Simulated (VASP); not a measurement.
# SrTl (Pm-3m) in VASP: vibrations by perturbation theory with LDA

Aim: the vibrations by perturbation theory of SrTl with LDA.

Everything below comes from runs of VASP 6.6.1. Logs are shortened: lines on timing, memory, paths and dates and some standing lists are left out, and cuts for length are marked.

## 1. The cell of the first run

Symmetry: Pm-3m, No. 221, cubic system. The conventional cell has a = 3.955 Å, b = 3.955 Å, c = 3.955 Å, α = 90.00°, β = 90.00°, γ = 90.00°. Sr (site symmetry m-3m) has 8 Tl at 3.43 Å and 6 Sr at 3.96 Å within 4.5 Å. Tl (site symmetry m-3m) has 8 Sr at 3.43 Å and 6 Tl at 3.96 Å within 4.5 Å.

## 2. Vibrations by perturbation theory, LDA

Contents of INCAR:

```
SYSTEM = SrTl
ALGO     = Normal         ! electronic algorithm
EDIFF    = 1E-8           ! SCF threshold, eV
ENCUT    = 520            ! plane-wave cutoff, eV
GGA      = CA             ! functional
IBRION   = 8              ! ionic algorithm
ISIF     = 2              ! what is computed and relaxed
ISMEAR   = -1             ! smearing method
LASPH    = .TRUE.         ! aspherical terms in the spheres
LCHARG   = .FALSE.        ! write CHGCAR
LREAL    = .FALSE.        ! projectors in reciprocal space
LWAVE    = .FALSE.        ! write WAVECAR
NELM     = 80             ! most SCF steps
NSW      = 1              ! ionic steps
PREC     = Accurate       ! precision mode
SIGMA    = 0.15           ! smearing width, eV
```

Contents of KPOINTS:

```
k-points
0
G
  10 10 10
  0 0 0
```

Contents of POSCAR:

```
SrTl
1.0
    3.9553384980      0.0000000000      0.0000000000
    0.0000000000      3.9553384980      0.0000000000
    0.0000000000      0.0000000000      3.9553384980
Sr Tl
1 1
Direct
    0.0000000000      0.0000000000      0.0000000000
    0.5000000000      0.5000000000      0.5000000000
```

Potentials or basis: VASP PAW LDA potentials, release 64 (Sr_sv, Tl_d).

On the command line:

```
cat potpaw_LDA.64/Sr_sv/POTCAR potpaw_LDA.64/Tl_d/POTCAR > POTCAR
mpirun -np 1 vasp_std > vasp.out
```

OUTCAR:

```text
SYSTEM = SrTl
   EDIFF = 1E-8
   ENCUT = 520
   GGA = CA
   IBRION = 8
   ISIF = 2
   ISMEAR = -1
   LASPH = .TRUE.
   LREAL = .FALSE.
   NELM = 80
   NSW = 1
   PREC = Accurate

 ion  position               nearest neighbor table
   1  0.000  0.000  0.000-   2 3.43   2 3.43   2 3.43   2 3.43   2 3.43   2 3.43   2 3.43   2 3.43

   2  0.500  0.500  0.500-   1 3.43   1 3.43   1 3.43   1 3.43   1 3.43   1 3.43   1 3.43   1 3.43

  LATTYP: Found a simple cubic cell.
 ALAT       =     3.9553384980

  Lattice vectors:

 A1 = (   3.9553384980,   0.0000000000,   0.0000000000)
 A2 = (   0.0000000000,   3.9553384980,   0.0000000000)
 A3 = (   0.0000000000,   0.0000000000,   3.9553384980)

Analysis of symmetry for initial positions (statically):
=====================================================================
 Subroutine PRICEL returns:
 Original cell was already a primitive cell.

 Routine SETGRP: Setting up the symmetry group for a
 simple cubic supercell.

 Subroutine GETGRP returns: Found 48 space group operations
 (whereof 48 operations were pure point group operations)
 out of a pool of 48 trial point group operations.

The static configuration has the point symmetry O_h .

Analysis of symmetry for dynamics (positions and initial velocities):
=====================================================================
 Subroutine PRICEL returns:
 Original cell was already a primitive cell.

 Routine SETGRP: Setting up the symmetry group for a
 simple cubic supercell.

 Subroutine GETGRP returns: Found 48 space group operations
 (whereof 48 operations were pure point group operations)
 out of a pool of 48 trial point group operations.

The dynamic configuration has the point symmetry O_h .

 Subroutine INISYM returns: Found 48 space group operations
 (whereof 48 operations are pure point group operations),
 and found     1 'primitive' translations

----------------------------------------------------------------------------------------

                                     Primitive cell

  volume of cell :      61.8801

  direct lattice vectors                    reciprocal lattice vectors
     3.955338498  0.000000000  0.000000000     0.252822862  0.000000000  0.000000000
     0.000000000  3.955338498  0.000000000     0.000000000  0.252822862  0.000000000
     0.000000000  0.000000000  3.955338498     0.000000000  0.000000000  0.252822862

  length of vectors
     3.955338498  3.955338498  3.955338498     0.252822862  0.252822862  0.252822862

  position of ions in fractional coordinates (direct lattice)
     0.000000000  0.000000000  0.000000000
     0.500000000  0.500000000  0.500000000

  ion indices of the primitive-cell ions
   primitive index   ion index
                 1           1
                 2           2

----------------------------------------------------------------------------------------

 KPOINTS: k-points

Automatic generation of k-mesh.
 Grid dimensions read from file:
 generate k-points for:   10   10   10

 Generating k-lattice:

  Cartesian coordinates                     Fractional coordinates (reciprocal lattice)
     0.025282286  0.000000000  0.000000000     0.100000000  0.000000000  0.000000000
     0.000000000  0.025282286  0.000000000     0.000000000  0.100000000  0.000000000
     0.000000000  0.000000000  0.025282286     0.000000000  0.000000000  0.100000000

  Length of vectors
     0.025282286  0.025282286  0.025282286

  Shift w.r.t. Gamma in fractional coordinates (k-lattice)
     0.000000000  0.000000000  0.000000000

 Subroutine IBZKPT returns following result:
 ===========================================

[... 86 lines left out ...]

 number of electron      23.0000002 magnetization

 Free energy of the ion-electron system (eV)
  ---------------------------------------------------
  ext. energy  EPLUGINS =         0.00000000
  ---------------------------------------------------
  free energy    TOTEN  =        -5.92375430 eV

  energy without entropy =       -5.84039655  energy(sigma->0) =       -5.88207542

 E-fermi :   4.6452     XC(G=0):  -9.8414

 val. band max:        4.6399146113   @ k =   0.5000   0.5000   0.3000
 cond. band min:       4.7580854221   @ k =   0.3000   0.3000   0.3000
 fundamental gap:      0.1181708108
 Fermi energy:         4.6452156939

 k-point     1 :       0.0000    0.0000    0.0000
  band No.  band energies     occupation
      1     -30.8523      2.00000
      2     -12.9052      2.00000
      3     -12.9052      2.00000
      4     -12.9052      2.00000
      5      -6.8823      2.00000
      6      -6.8823      2.00000
      7      -6.7356      2.00000
      8      -6.7356      2.00000
      9      -6.7356      2.00000
     10      -3.4871      2.00000
     11       5.8317      0.00073
     12       5.8317      0.00073
     13       7.6750      0.00000
     14       7.6750      0.00000
[... 401 lines left out ...]
      2     -13.0913      2.00000
      3     -12.9185      2.00000
      4     -12.9172      2.00000
      5      -6.8426      2.00000
      6      -6.7682      2.00000
      7      -6.7545      2.00000
      8      -6.7470      2.00000
      9      -6.7371      2.00000
     10      -2.4346      2.00000
     11       3.1957      1.99987
     12       5.6633      0.00225
     13       6.2451      0.00005
     14       6.7482      0.00000
     15       8.8965      0.00000

 [... further k-points ...]

------------------------ aborting loop because EDIFF is reached ----------------------------------------

  FORCE on cell =-STRESS in cart. coord.  units (eV):
  Direction    XX          YY          ZZ          XY          YZ          ZX
  --------------------------------------------------------------------------------------
  -------------------------------------------------------------------------------------
  Total        0.0443557      0.0443557      0.0443557     -0.0000000      0.0000000     -0.0000000
  in kB        1.1484409      1.1484409      1.1484409     -0.0000000      0.0000000     -0.0000000
  external PRESSURE =       1.1484409 kB  Pullay stress =       0.0000000 kB

 VOLUME and BASIS-vectors are now :
 -----------------------------------------------------------------------------
  energy-cutoff  :      520.00
  volume of cell :       61.88
      direct lattice vectors                 reciprocal lattice vectors
     3.955338498  0.000000000  0.000000000     0.252822862  0.000000000  0.000000000
     0.000000000  3.955338498  0.000000000     0.000000000  0.252822862  0.000000000
     0.000000000  0.000000000  3.955338498     0.000000000  0.000000000  0.252822862

 POSITION                                       TOTAL-FORCE (eV/Angst)
 -----------------------------------------------------------------------------------
      0.00000      0.00000      0.00000         0.000000      0.000000      0.000000
      1.97767      1.97767      1.97767         0.000000      0.000000      0.000000
 -----------------------------------------------------------------------------------
    total drift:                                0.000000      0.000000      0.000000

  FREE ENERGIE OF THE ION-ELECTRON SYSTEM (eV)
  ---------------------------------------------------
  free  energy   TOTEN  =        -5.9237542972 eV

  energy  without entropy=       -5.8403965486  energy(sigma->0) =       -5.88207542

[... ionic steps 2 to 3 ...]

--------------------------------------- Ionic step        4  -------------------------------------------

------------------------ aborting loop because EDIFF is reached ----------------------------------------

[... ionic steps 5 to 6 ...]

--------------------------------------- Ionic step        7  -------------------------------------------

 Free energy of the ion-electron system (eV)
  ---------------------------------------------------
  ---------------------------------------------------
  free energy    TOTEN  =        -0.33882869 eV

  energy without entropy =       -0.33882869

------------------------ aborting loop because EDIFF is reached ----------------------------------------

 INTERNAL STRAIN TENSOR  FOR ION    2  DIRECTION 1   (eV/Angst):
 -----------------------------------------------------------------------------
    -0.03394  0.00000  0.00000
     0.00000  0.02100  0.00000
    -0.00000  0.00000  0.02100

 INTERNAL STRAIN TENSOR FOR ION    2 for displacements in x,y,z  (eV/Angst):
          X           Y           Z          XY          YZ          ZX
  --------------------------------------------------------------------------------
  x     0.00000     0.00000     0.00000     0.00000     0.00000     0.00000
  y     0.00000     0.00000     0.00000     0.00000     0.00000     0.00000
  z     0.00000     0.00000     0.00000     0.00000     0.00000     0.00000

 SECOND DERIVATIVES (NOT SYMMETRIZED)
 ------------------------------------
               1X          1Y          1Z          2X          2Y          2Z
  1X    -2.091433   -0.000000   -0.000000    2.091433    0.000000    0.000000
  1Y    -0.000000   -2.091433   -0.000000    0.000000    2.091433    0.000000
  1Z    -0.000000    0.000000   -2.091433    0.000000   -0.000000    2.091433
  2X     2.097104   -0.000000   -0.000000   -2.097104    0.000000    0.000000
  2Y    -0.000000    2.097104   -0.000000    0.000000   -2.097104    0.000000
  2Z    -0.000000   -0.000000    2.097104    0.000000    0.000000   -2.097104

 Eigenvectors and eigenvalues of the dynamical matrix
 ----------------------------------------------------

   1 f  =    2.888151 THz    18.146791 2PiTHz   96.338363 cm-1    11.944429 meV
             X         Y         Z           dx          dy          dz
      0.000000  0.000000  0.000000     0.000000    0.836279    0.000000
      1.977669  1.977669  1.977669     0.000000   -0.548304    0.000000
[... 21 lines left out ...]
   6 f/i=    0.001793 THz     0.011266 2PiTHz    0.059811 cm-1     0.007416 meV
             X         Y         Z           dx          dy          dz
      0.000000  0.000000  0.000000     0.000000    0.000000   -0.548304
      1.977669  1.977669  1.977669    -0.000000    0.000000   -0.836279

--------------------------------------------------------------------------------------------------------

 ELASTIC MODULI CONTR FROM IONIC RELAXATION (kBar)
 Direction    XX          YY          ZZ          XY          YZ          ZX
 --------------------------------------------------------------------------------
 XX           0.0000      0.0000      0.0000      0.0000      0.0000      0.0000
 YY           0.0000      0.0000      0.0000      0.0000      0.0000      0.0000
 ZZ           0.0000      0.0000      0.0000      0.0000      0.0000      0.0000
 XY           0.0000      0.0000      0.0000      0.0000      0.0000      0.0000
 YZ           0.0000      0.0000      0.0000      0.0000      0.0000      0.0000
 ZX           0.0000      0.0000      0.0000      0.0000      0.0000      0.0000
 --------------------------------------------------------------------------------
```

Wall time 14 min (1 thread of Intel Xeon 8259CL, shared host); peak memory 0.43 GiB.

Results:

```yaml
Highest_phonon_frequency_at_Γ: 96 cm⁻¹
```

Phonon frequencies in cm⁻¹ (negative: imaginary):
```csv
q point,frequencies
"(0.000, 0.000, 0.000)",0 0 0 96 96 96
```

Caveat: spin-orbit coupling is left out, which moves the levels of the heavy elements.
